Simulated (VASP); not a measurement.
The system is SiC.

```xyz
4
Lattice="3.0760 0.0000 0.0000 -1.5380 2.6639 0.0000 0.0000 0.0000 5.0480" Properties=species:S:1:pos:R:3 pbc="T T T"
Si    1.6301    0.7977    2.5583
Si    0.0367    1.6241    0.0141
C     1.4943    0.8943    4.3765
C     0.0904    1.7392    2.0050
```

This cell differs from its parent crystal: atoms moved at random.

| Quantity | Value |
| --- | --- |
| Program | VASP 6.6.1 |
| Task | relaxation of the atoms |
| Functional | PBE |
| Potentials or basis | VASP PAW PBE potentials, release 64 (Si, C) |
| Cutoff | 640 eV |
| k mesh | 8 × 8 × 5 |
| Occupations | gaussian, width 0.03 eV |
| Spin | no spin polarisation |

At the start: pressure 6.3 GPa; volume 10.34 Å³/atom.

Problem. How do energy, volume and symmetry change on relaxing?

Solution. Over 17 steps the energy falls by 122.5 meV/atom; space group P1 (No. 1, to 0.1 Å) before, P6_3mc (No. 186, to 0.1 Å).

Step by step:
```csv
step,energy change (eV),largest force (eV/Å),pressure (GPa)
1,0.0000,3.5281,6.34
2,-0.2765,2.1361,4.40
3,-0.4398,1.0158,3.31
4,-0.4652,0.7975,3.25
5,-0.4762,0.3402,3.14
6,-0.4821,0.2370,3.16
7,-0.4822,0.2515,3.16
8,-0.4868,0.1527,3.17
9,-0.4892,0.1502,3.18
10,-0.4899,0.0782,3.18
11,-0.4901,0.0203,3.18
12,-0.4901,0.0177,3.18
13,-0.4901,0.0046,3.18
14,-0.4901,0.0046,3.18
15,-0.4901,0.0035,3.18
16,-0.4901,0.0034,3.18
17,-0.4901,0.0019,3.18
```

Final structure:
```
CELL_PARAMETERS angstrom
3.07600 0.00000 0.00000
-1.53800 2.66389 0.00000
0.00000 0.00000 5.04800
ATOMIC_POSITIONS crystal
Si 0.66819 0.30775 0.50553
Si 0.33478 0.64113 0.00553
C 0.66811 0.30780 0.88134
C 0.33485 0.64106 0.38136
```

Caveat: the cell differs from its parent crystal (atoms moved at random).
